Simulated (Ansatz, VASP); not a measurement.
**One calculation of Rh, two programs**

```
Rh
1.0
     1.34734    0.77789    4.67654
    -1.34734    0.77789    4.67654
     0.00000   -1.55577    4.67654
Rh
2
Direct
  0.08904 0.08904 0.08904
  0.91096 0.91096 0.91096
```

Alike in both runs: functional PBE; k mesh 6 × 6 × 6; occupations gaussian, width 0.1 eV; no spin polarisation.

Ansatz relaxed the structure, and its values are those at the end. VASP's run is a single point on that final structure, the one shown.

|  | VASP | Ansatz |
| --- | --- | --- |
| version | VASP 6.6.1 | Ansatz 0.2.0 |
| potentials or method | VASP PAW PBE potentials, release 64 (Rh_pv), cutoff 520 eV | scalar-relativistic, plane waves, PAW |
| valence electrons in the cell | 30 | 34 |

|  | VASP | Ansatz | Ansatz less VASP |
| --- | --- | --- | --- |
| gap on the k mesh at the Fermi level (eV) | none | none | - |
| pressure (GPa) | 0.0 | -0.1 | -0.09 |
| rms of the force components (eV/Å) | 0.005 | 0.005 | -0.0006 |

A gap of «none» marks a metal or a gap that the smearing closes. The functional is the same, so the differences come from potentials, cutoffs and numerics. VASP's potentials hold 30 valence electrons a cell and Ansatz's 34, so a difference there can come from the potentials and not from the codes.

The k mesh is coarse, so the values compare programs but aren't converged.
